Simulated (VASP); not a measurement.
# Mg3InO4 (a cell with a defect) in VASP: settings compared, part 2 of 2

VASP 6.6.1. The steps go on from the part before.

## 3. Single point, LDA

Contents of INCAR:

```
PREC = Accurate
ENCUT = 520
EDIFF = 1E-7
ISMEAR = -1
SIGMA = 0.05
LREAL = Auto
LASPH = T
NELM = 100
ALGO = Normal
ISIF = 2
LWAVE = F
LCHARG = F
NBANDS = 57
```

Contents of KPOINTS:

```
Automatic mesh
0
Gamma
  2 2 2
  0.5 0.5 0.5
```

Contents of POSCAR:

```
Mg3InO4
1.0
    8.4288080000      0.0000000000      0.0000000000
    0.0000000000      4.2144040000      0.0000000000
    0.0000000000      0.0000000000      4.2144040000
O Mg In
8 6 2
Direct
    0.2455590000      0.0012870000      0.9886680000
    0.7541830000      0.0017430000      0.9882260000
    0.9986440000      0.4972340000      0.0146490000
    0.4908090000      0.4948110000      0.0039530000
    0.0071360000      0.0117080000      0.4924920000
    0.4950970000      0.9994380000      0.4795980000
    0.2500030000      0.5015790000      0.5028240000
    0.7587640000      0.4839940000      0.5202750000
    0.9969700000      0.0163200000      0.9680060000
    0.2342100000      0.4858490000      0.0053370000
    0.7536820000      0.5452260000      0.9888690000
    0.2361350000      0.9946640000      0.4913360000
    0.7431670000      0.0115290000      0.4985280000
    0.0022710000      0.5277950000      0.5122710000
    0.4963720000      0.0146490000      0.0158720000
    0.4912350000      0.5272680000      0.5217170000
```

Potentials or basis: VASP PAW LDA potentials, release 64 (O, Mg, In_d).

Command:

```sh
$ cat potpaw_LDA.64/O/POTCAR potpaw_LDA.64/Mg/POTCAR potpaw_LDA.64/In_d/POTCAR > POTCAR
$ mpirun -np 1 vasp_std > vasp.out
```

OUTCAR:

```text
PREC = Accurate
   ENCUT = 520
   EDIFF = 1E-7
   ISMEAR = -1
   LREAL = Auto
   LASPH = T
   NELM = 100
   ISIF = 2

 ion  position               nearest neighbor table
   1  0.246  0.001  0.989-  10 2.05  12 2.10   9 2.10  15 2.12  12 2.12  10 2.18
   2  0.754  0.002  0.988-  11 1.92   9 2.05  13 2.07  13 2.15  15 2.18  11 2.29
   3  0.999  0.497  0.015-  10 1.99   9 2.04  11 2.08  14 2.10  14 2.12   9 2.20
   4  0.491  0.495  0.004-  15 2.02  16 2.04  10 2.16  16 2.19  15 2.19  11 2.23
   5  0.007  0.012  0.492-  12 1.93   9 2.01  14 2.04  14 2.18   9 2.21  13 2.23
   6  0.495  0.999  0.480-  15 1.96  16 2.00  13 2.09  12 2.18  16 2.23  15 2.26
   7  0.250  0.502  0.503-  16 2.04  12 2.08  14 2.09  10 2.10  10 2.12  12 2.14
[... 457 lines left out ...]
  external PRESSURE =     297.6443969 kB  Pullay stress =       0.0000000 kB

 VOLUME and BASIS-vectors are now :
 -----------------------------------------------------------------------------
  energy-cutoff  :      520.00
  volume of cell :      149.71
      direct lattice vectors                 reciprocal lattice vectors
     8.428808000  0.000000000  0.000000000     0.118640738  0.000000000  0.000000000
     0.000000000  4.214404000  0.000000000     0.000000000  0.237281476  0.000000000
     0.000000000  0.000000000  4.214404000     0.000000000  0.000000000  0.237281476

 POSITION                                       TOTAL-FORCE (eV/Angst)
 -----------------------------------------------------------------------------------
      2.06977      0.00542      4.16665        -2.491138     -0.221082      0.160361
      6.35686      0.00735      4.16478         1.942881      0.587990      0.359130
      8.41738      2.09554      0.06174         0.081926      0.693447     -0.609750
      4.13693      2.08533      0.01666        -0.242263      0.801773      1.253738
      0.06015      0.04934      2.07556        -0.835847     -0.253043      0.040415
      4.17308      4.21204      2.02122        -0.304031      1.866665      1.956709
[... 8 lines left out ...]
      4.18382      0.06174      0.06689         0.436987     -0.792337     -2.648765
      4.14053      2.22212      2.19873         1.645210     -1.923824     -0.862854
 -----------------------------------------------------------------------------------
    total drift:                                0.012698      0.026240     -0.009639

  FREE ENERGIE OF THE ION-ELECTRON SYSTEM (eV)
  ---------------------------------------------------
  free  energy   TOTEN  =       -96.7866498846 eV

  energy  without entropy=      -96.7866498774  energy(sigma->0) =      -96.78664988
```

stdout:

```text
POSCAR found type information on POSCAR O MgIn
 POSCAR found :  3 types and      16 ions
 scaLAPACK will be used
 LDA part: xc-table for (Slater(with rela. corr.)+CA(PZ))
 , standard interpolation
 POSCAR, INCAR and KPOINTS ok, starting setup
 FFT: planning ... GRIDC
 FFT: planning ... GRID_SOFT
 FFT: planning ... GRID
 WAVECAR not read
 entering main loop
```

It took 75 s on 1 thread of Intel Xeon 8259CL, shared host; peak memory 0.21 GiB.

What came out:

| Item | Value |
| --- | --- |
| Free energy | -96.7866 eV |
| Pressure | 29.8 GPa |
| Largest force | 3.345 eV/Å |
| Band gap on the k mesh | 2.00 eV |

Forces in eV/Å, atoms in the order of the input:
```
O   -2.491 -0.221  0.160
O    1.943  0.588  0.359
O    0.082  0.693 -0.610
O   -0.242  0.802  1.254
O   -0.836 -0.253  0.040
O   -0.304  1.867  1.957
O   -3.341 -0.097 -0.128
O    1.411  1.005 -0.797
Mg  -0.118 -0.078  1.267
Mg   0.504  0.579 -0.030
Mg   0.202 -1.818  0.786
Mg   0.692  0.435  0.093
Mg   0.963  0.119 -0.166
Mg  -0.547 -0.904 -0.673
In   0.437 -0.792 -2.649
In   1.645 -1.924 -0.863
```

Stress tensor (GPa, compression positive):
```
26.18  0.22  0.33
 0.22 31.78 -0.61
 0.33 -0.61 31.33
```

Caveat: the k points lie up to 0.75 Å⁻¹ apart; spin-orbit coupling is left out, which moves the levels of the heavy elements.

## 4. Single point, revPBE

Contents of INCAR:

```
ALGO = Normal
EDIFF = 1E-7
ENCUT = 520
GGA = RE
ISIF = 2
ISMEAR = -1
LASPH = T
LCHARG = F
LREAL = Auto
LWAVE = F
NBANDS = 57
NELECT = 80.0
NELM = 80
PREC = Accurate
SIGMA = 0.05
```

KPOINTS is that of step 3.

POSCAR is that of step 3.

Potentials or basis: VASP PAW PBE potentials, release 64 (O, Mg, In_d).

Command:

```sh
$ cat potpaw_PBE.64/O/POTCAR potpaw_PBE.64/Mg/POTCAR potpaw_PBE.64/In_d/POTCAR > POTCAR
$ mpirun -np 1 vasp_std > vasp.out
```

It took 1.9 min on 1 thread of Intel Xeon 8259CL, shared host; peak memory 0.25 GiB.

The run converged. Its results:

```yaml
Free_energy: -116.3132 eV
Largest_force: 3.284 eV/Å
```

Forces in eV/Å, atoms in the order of the input:
```
O   -0.524 -0.480  0.062
O   -0.353  1.049  0.341
O   -0.351  0.711 -0.305
O    0.360  1.434  0.997
O   -1.283  0.233 -0.464
O    0.123  1.692  2.812
O   -1.396 -0.177 -0.033
O   -0.734  1.091 -0.957
Mg  -0.147 -0.268  1.483
Mg   0.543  0.716 -0.006
Mg   0.361 -2.231  1.216
Mg   0.893  0.493 -0.011
Mg   1.353 -0.077 -0.425
Mg  -0.365 -0.946 -0.642
In   0.217 -0.781 -2.802
In   1.303 -2.457 -1.266
```

Levels at points of the mesh, in eV from the Fermi level:
| k point | band 37 | band 38 | band 39 | band 40 | band 41 | band 42 | band 43 | band 44 |
| --- | --- | --- | --- | --- | --- | --- | --- | --- |
| (0.25, 0.25, 0.25) | -0.38 | -0.29 | -0.25 | -0.08 | 0.11 | 0.18 | 5.78 | 8.00 |

Caveat: the k points lie up to 0.75 Å⁻¹ apart; the cell carries a net charge on a neutralising background, which shifts energy and pressure; the cell is charged against a uniform background, so pressure and absolute levels hang on convention; the PAW data sets were made with another functional, which shifts forces and pressure a little; spin-orbit coupling is left out, which moves the levels of the heavy elements.
